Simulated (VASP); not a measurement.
Wanted: the native input for a VASP 6.6.1 run.

| Quantity | Value |
| --- | --- |
| Task | single point |
| Functional | PBE |
| Dispersion | D3(BJ) |
| Potentials or basis | VASP PAW PBE potentials, release 64 (Hf_pv, S) |
| Cutoff | 500 eV |
| k mesh | 2 × 2 × 2, shifted |
| Occupations | gaussian, width 0.01 eV |
| Spin | no spin polarisation |
| Dipole correction | no |
| Further INCAR settings | ALGO = Normal; EDIFF = 1e-06; NBANDS = 118 |

The structure of HfS2 lies in POSCAR:

```
HfS2
1.0
    0.0000000000      6.2455376441     -5.7703877075
    5.4087942601     -3.1227688221     -5.7703877075
   -5.4087942601     -3.1227688221     -5.7703877075
Hf S
9 18
Direct
    0.3333333333      0.0000000000      0.6666666667
    0.6666666667      0.6666666667      0.6666666667
    0.3333333333      0.3333333333      0.3333333333
    0.0000000000      0.3333333333      0.6666666667
    0.6666666667      0.0000000000      0.3333333333
    0.3333333333      0.6666666667      1.0000000000
    0.0000000000      0.6666666667      0.3333333333
    0.6666666667      0.3333333333      1.0000000000
    0.0000000000      0.0000000000      1.0000000000
    0.8619091162      0.1952424496      0.1952424496
    0.1952424496      0.8619091162      0.1952424496
    0.8619091162      0.5285757829      0.8619091162
    0.5285757829      0.5285757829      0.1952424496
    0.1952424496      0.1952424496      0.8619091162
    0.8619091162      0.8619091162      0.5285757829
    0.5285757829      0.8619091162      0.8619091162
    0.1952424496      0.5285757829      0.5285757829
    0.5285757829      0.1952424496      0.5285757829
    0.1380908838      0.1380908838      0.4714242171
    0.4714242171      0.8047575504      0.4714242171
    0.1380908838      0.4714242171      0.1380908838
    0.8047575504      0.4714242171      0.4714242171
    0.4714242171      0.1380908838      0.1380908838
    0.1380908838      0.8047575504      0.8047575504
    0.8047575504      0.8047575504      0.1380908838
    0.4714242171      0.4714242171      0.8047575504
    0.8047575504      0.1380908838      0.8047575504
```

These files were run (other wordings do the same):

INCAR

```
ALGO = Normal
EDIFF = 1E-6
ENCUT = 500
GGA = PE
GGA_COMPAT = False
ISIF = 2
ISMEAR = 0
IVDW = 12
LASPH = True
LCHARG = False
LREAL = False
LWAVE = False
NBANDS = 118
NELM = 120
PREC = Accurate
SIGMA = 0.01
```

KPOINTS

```
Automatic mesh
0
Gamma
  2 2 2
  0.5 0.5 0.5
```

Potentials or basis: VASP PAW PBE potentials, release 64 (Hf_pv, S).

Command:

```console
$ cat potpaw_PBE.64/Hf_pv/POTCAR potpaw_PBE.64/S/POTCAR > POTCAR
$ mpirun -np 1 vasp_std > vasp.out
```

Results of the run:

```
Pressure                   : -0.5 GPa
Largest force              : 0.073 eV/Å
Band gap on the k mesh     : 1.14 eV
Dispersion energy per atom : -0.341 eV
```

Caveat: spin-orbit coupling is left out, which moves the levels of the heavy elements.

Run time: 2.2 min on 1 thread of Intel(R) Xeon(R) 6975P-C (Granite Rapids), with other jobs on the host, peak memory 0.62 GiB.
